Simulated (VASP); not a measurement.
# Pt in VASP: a series of runs

The runs below take Pt through single point, with LDA.

Everything below comes from runs of VASP 6.6.1. Logs are shortened: lines on timing, memory, paths and dates and some standing lists are left out, and cuts for length are marked.

## (1) The cell of the first run

The structure is orthorhombic, space group Fmmm (No. 69). The conventional cell has a = 3.680 Å, b = 3.689 Å, c = 3.894 Å, α = 90.00°, β = 90.00°, γ = 90.00°. Pt (site symmetry mmm) has 12 Pt at 2.61 to 2.68 Å within 3.4 Å.

## (2) Single point, LDA (normal strain along x -0.0550, normal strain along z -0.0525)

INCAR reads:

```
SYSTEM = Pt
PREC = Accurate
ENCUT = 520
EDIFF = 1E-6
ISMEAR = 0
SIGMA = 0.15
LREAL = .False.
LASPH = .True.
NELM = 60
ALGO = Fast
ISIF = 2
LWAVE = .False.
LCHARG = .True.
LELF = .True.
LVHAR = .True.
NBANDS = 11
```

KPOINTS reads:

```
regular mesh
0
Gamma
  20 20 20
  0 0 0
```

POSCAR reads:

```
Pt
1.0
    0.0000000000      1.9468328700      1.8446241443
    1.8397570622      0.0000000000      1.8446241443
    1.8397570622      1.9468328700      0.0000000000
Pt
1
Direct
    0.0000000000      0.0000000000      0.0000000000
```

Potentials or basis: VASP PAW LDA potentials, release 64 (Pt).

Command:

```bash
$ cat potpaw_LDA.64/Pt/POTCAR > POTCAR
$ mpirun -np 1 vasp_std > vasp.out
```

OUTCAR:

```text
SYSTEM = Pt
   PREC = Accurate
   ENCUT = 520
   EDIFF = 1E-6
   ISMEAR = 0
   LREAL = .False.
   LASPH = .True.
   NELM = 60
   ISIF = 2

 ion  position               nearest neighbor table
   1  0.000  0.000  0.000-

  LATTYP: Found a face centered orthorhombic cell.
 ALAT       =     3.6795141244
 B/A-ratio  =     1.0026455026
 C/A-ratio  =     1.0582010582

  Lattice vectors:

 A1 = (   0.0000000000,   1.9468328700,  -1.8446241443)
 A2 = (   1.8397570622,   1.9468328700,   0.0000000000)
 A3 = (   1.8397570622,   0.0000000000,  -1.8446241443)

Analysis of symmetry for initial positions (statically):
=====================================================================
 Subroutine PRICEL returns:
 Original cell was already a primitive cell.

 Routine SETGRP: Setting up the symmetry group for a
 face centered orthorhombic supercell.

 Subroutine GETGRP returns: Found  8 space group operations
 (whereof  8 operations were pure point group operations)
 out of a pool of  8 trial point group operations.

The static configuration has the point symmetry D_2h.

Analysis of symmetry for dynamics (positions and initial velocities):
=====================================================================
 Subroutine PRICEL returns:
 Original cell was already a primitive cell.

 Routine SETGRP: Setting up the symmetry group for a
 face centered orthorhombic supercell.

 Subroutine GETGRP returns: Found  8 space group operations
 (whereof  8 operations were pure point group operations)
 out of a pool of  8 trial point group operations.

The dynamic configuration has the point symmetry D_2h.

 Subroutine INISYM returns: Found  8 space group operations
 (whereof  8 operations are pure point group operations),
 and found     1 'primitive' translations

----------------------------------------------------------------------------------------

                                     Primitive cell

  volume of cell :      13.2138

  direct lattice vectors                    reciprocal lattice vectors
     0.000000000  1.946832870  1.844624144    -0.271775013  0.256827388  0.271057929
     1.839757062  0.000000000  1.844624144     0.271775013 -0.256827388  0.271057929
     1.839757062  1.946832870  0.000000000     0.271775013  0.256827388 -0.271057929

  length of vectors
     2.681938936  2.605253209  2.678593712     0.461838030  0.461838030  0.461838030

  position of ions in fractional coordinates (direct lattice)
     0.000000000  0.000000000  0.000000000

  ion indices of the primitive-cell ions
   primitive index   ion index
                 1           1

----------------------------------------------------------------------------------------
[... 76 lines left out ...]
   ISIF   =      2    stress and relaxation
   ISYM   =      2    0-nonsym 1-usesym 2-fastsym
   POTIM  = 0.5000    time-step for ionic-motion
   TEBEG  =    0.0;   TEEND  =   0.0 temperature during run
   PSTRESS=    0.0 pullay stress
   NELECT =      10.0000    total number of electrons
   NUPDOWN=      -1.0000    fix difference up-down
   EMIN   =  10.00;   EMAX   =-10.00  energy-range for DOS
   EFERMI =   0.00;   METHOD = LEGACY
   ISMEAR =     0;   SIGMA  =   0.15  broadening in eV -4-tet -1-fermi 0-gaus
   EFERMI_NEDOS =   21; number of points for ismear=-14 and -15
   IALGO  =     68    algorithm
   IMIX   =      4    mixing-type and parameters
     AMIX     =   0.40;   BMIX     =  1.00
     AMIX_MAG =   1.60;   BMIX_MAG =  1.00
  volume/ion in A,a.u.               =      13.21        89.17
  Fermi-wavevector in a.u.,A,eV,Ry     =   1.491875  2.819235 30.282372  2.225692
  Thomas-Fermi vector in A             =   2.604475
   LORBIT       =      0    0 simple, 1 ext, 2 COOP (PROOUT), +10 PAW based schemes
   GGA     = CA    functional components
   LHFCALC =     F    Hartree Fock is set to
   AEXX    =    0.0000 exact exchange contribution
   IVDW    =     0    specifies the selected vdW correction
   LEPSILON=     F    determine dielectric tensor
   LRPA    =     F    only Hartree local field effects (RPA)
 non-spin polarized calculation
 RMM-DIIS sequential band-by-band and
 Gauss-broadening in eV      SIGMA  =   0.15
  energy-cutoff  :      520.00
  volume of cell :       13.21
 maximum number of plane-waves:       369
   NGX =  9   NGY =  9   NGZ =  9

 number of electron      10.0000002 magnetization

 Free energy of the ion-electron system (eV)
  ---------------------------------------------------
  ext. energy  EPLUGINS =         0.00000000
  ---------------------------------------------------
  free energy    TOTEN  =        -7.29183360 eV

  energy without entropy =       -7.27580918  energy(sigma->0) =       -7.28382139

 E-fermi :  13.9196     XC(G=0): -14.4626

 val. band max:       13.9191038012   @ k =  -0.3500   0.1500   0.2000
 cond. band min:      13.9233908224   @ k =  -0.4000   0.0500   0.0500
 fundamental gap:      0.0042870212
 Fermi energy:        13.9195534927

 k-point     1 :       0.0000    0.0000    0.0000
  band No.  band energies     occupation
      1       2.0997      2.00000
      2       8.6791      2.00000
      3       9.4692      2.00000
      4       9.5038      2.00000
      5      11.3937      2.00000
      6      12.3885      2.00000
      7      28.0827      0.00000
      8      32.5942      0.00000
      9      34.2750      0.00000
     10      34.3681      0.00000
     11      39.7710      0.00000
[... 309 lines left out ...]
 k-point    24 :      -0.3500    0.0500    0.0000
  band No.  band energies     occupation
      1       5.1526      2.00000
      2       8.9651      2.00000
      3       9.7047      2.00000
      4      10.3367      2.00000
      5      12.9514      2.00000
      6      13.6988      1.96261
      7      24.1201      0.00000
      8      28.8397      0.00000
      9      34.7701      0.00000
     10      36.2291      0.00000
     11      40.7243      0.00000

 [... further k-points ...]
[... 5 lines left out ...]
  --------------------------------------------------------------------------------------
  -------------------------------------------------------------------------------------
  Total        4.2079252      3.2594632      4.1888235      0.0000000      0.0000000      0.0000000
  in kB      510.2130441    395.2115503    507.8969517      0.0000000      0.0000000      0.0000000
  external PRESSURE =     471.1071821 kB  Pullay stress =       0.0000000 kB

 VOLUME and BASIS-vectors are now :
 -----------------------------------------------------------------------------
  energy-cutoff  :      520.00
  volume of cell :       13.21
      direct lattice vectors                 reciprocal lattice vectors
     0.000000000  1.946832870  1.844624144    -0.271775013  0.256827388  0.271057929
     1.839757062  0.000000000  1.844624144     0.271775013 -0.256827388  0.271057929
     1.839757062  1.946832870  0.000000000     0.271775013  0.256827388 -0.271057929

 POSITION                                       TOTAL-FORCE (eV/Angst)
 -----------------------------------------------------------------------------------
      0.00000      0.00000      0.00000         0.000000      0.000000      0.000000
 -----------------------------------------------------------------------------------
    total drift:                                0.000000     -0.000000     -0.000000

  FREE ENERGIE OF THE ION-ELECTRON SYSTEM (eV)
  ---------------------------------------------------
  free  energy   TOTEN  =        -7.2918335994 eV

  energy  without entropy=       -7.2758091752  energy(sigma->0) =       -7.28382139
```

OSZICAR:

```text
N       E                     dE             d eps       ncg     rms          rms(c)
DAV:   1     0.399650607325E+02    0.39965E+02   -0.54636E+03 26108   0.858E+02
DAV:   2    -0.708977719747E+01   -0.47055E+02   -0.45224E+02 29452   0.184E+02
DAV:   3    -0.769615741543E+01   -0.60638E+00   -0.60313E+00 30269   0.199E+01
DAV:   4    -0.769833217516E+01   -0.21748E-02   -0.21746E-02 29759   0.139E+00
DAV:   5    -0.769834687616E+01   -0.14701E-04   -0.14700E-04 30374   0.104E-01    0.196E+01
RMM:   6    -0.735927619386E+01    0.33907E+00   -0.25728E-01 25866   0.438E+00    0.104E+01
RMM:   7    -0.729702365063E+01    0.62253E-01   -0.79307E-02 27118   0.254E+00    0.260E+00
RMM:   8    -0.729195229013E+01    0.50714E-02   -0.11105E-02 27532   0.983E-01    0.529E-01
RMM:   9    -0.729181612779E+01    0.13616E-03   -0.80339E-04 30401   0.235E-01    0.810E-02
RMM:  10    -0.729182968796E+01   -0.13560E-04   -0.13407E-04 30080   0.872E-02    0.932E-02
RMM:  11    -0.729183449346E+01   -0.48055E-05   -0.30438E-05 29230   0.452E-02    0.710E-02
RMM:  12    -0.729183359939E+01    0.89406E-06   -0.30097E-06 27219   0.136E-02
   1 F= -.72918336E+01 E0= -.72838214E+01  d E =-.160244E-01
```

stdout:

```text
POSCAR found type information on POSCAR Pt
 POSCAR found :  1 types and       1 ions
 scaLAPACK will be used
 LDA part: xc-table for (Slater(with rela. corr.)+CA(PZ))
 , standard interpolation
 POSCAR, INCAR and KPOINTS ok, starting setup
 FFT: planning ... GRIDC
 FFT: planning ... GRID_SOFT
 FFT: planning ... GRID
 WAVECAR not read
 entering main loop
```

Wall time 2.4 min (1 thread of Intel Xeon 8259CL, shared host); peak memory 0.27 GiB.

Results:

- Free energy: -7.2918 eV
- Pressure: 47.1 GPa
- Band gap on the k mesh: zero (bands 5 and 6 overlap by 3.19 eV)

Caveat: the cell differs from its parent crystal (normal strain along x -0.0550, normal strain along z -0.0525); the stress differs along the axes, from 40 to 51 GPa; spin-orbit coupling is left out, which moves the levels of the heavy elements.

## (3) Single point, LDA (normal strain along x +0.0550, normal strain along z +0.0000)

INCAR reads:

```
SYSTEM = Pt
PREC     = Accurate       ! precision mode
ENCUT    = 520            ! plane-wave cutoff, eV
EDIFF    = 1E-6           ! SCF threshold, eV
ISMEAR   = 0              ! smearing method
SIGMA    = 0.15           ! smearing width, eV
LREAL    = .False.        ! projectors in reciprocal space
LASPH    = .True.         ! aspherical terms in the spheres
NELM     = 100            ! most SCF steps
ALGO     = Normal         ! electronic algorithm
ISIF     = 2              ! what is computed and relaxed
LWAVE    = .False.        ! write WAVECAR
LCHARG   = .True.         ! write CHGCAR
GGA      = CA             ! functional
LELF     = .True.         ! ELF
LVHAR    = .True.       
NBANDS   = 11             ! bands
```

KPOINTS reads:

```
Automatic mesh
0
Gamma
  20 20 20
  0 0 0
```

POSCAR reads:

```
Pt
1.0
    0.0000000000      1.9468328700      1.9468328700
    2.0539086778      0.0000000000      1.9468328700
    2.0539086778      1.9468328700      0.0000000000
Pt
1
Direct
    0.0000000000      0.0000000000      0.0000000000
```

Potentials or basis: VASP PAW LDA potentials, release 64 (Pt).

Command:

```bash
$ cat potpaw_LDA.64/Pt/POTCAR > POTCAR
$ mpirun -np 1 vasp_std > vasp.out
```

Wall time 90 s (1 thread of Intel Xeon 8259CL, shared host); peak memory 0.22 GiB.

Results (log left out):

| Property | Result |
| --- | --- |
| Free energy | -7.4733 eV |
| Pressure | -13.2 GPa |
| Band gap on the k mesh | zero (bands 5 and 6 overlap by 2.37 eV) |

Stress tensor (GPa, compression positive):
```
-16.85   0.00   0.00
  0.00 -11.37   0.00
  0.00   0.00 -11.37
```

Levels at points of the mesh, in eV from the Fermi level:
```
           k point  band 1  band 2  band 3  band 4  band 5  band 6  band 7  band 8  band 9  band 10
(0.00, 0.00, 0.00)   -9.88   -4.02   -3.39   -3.39   -1.92   -1.18   14.76   18.63   19.89    19.89
(0.50, 0.00, 0.00)   -7.02   -3.95   -3.36   -0.34   -0.09    0.18    5.62   14.18   18.28    19.23
(0.50, 0.50, 0.00)   -6.71   -6.29   -0.02    0.21    0.74    2.18    9.00   10.80   11.10    19.65
(0.00, 0.50, 0.50)   -6.81   -6.33    0.08    0.44    0.44    1.19    7.64   11.89   11.89    20.34
```

Caveat: the cell differs from its parent crystal (normal strain along x +0.0550, normal strain along z +0.0000); the stress differs along the axes, from -17 to -11 GPa; spin-orbit coupling is left out, which moves the levels of the heavy elements.
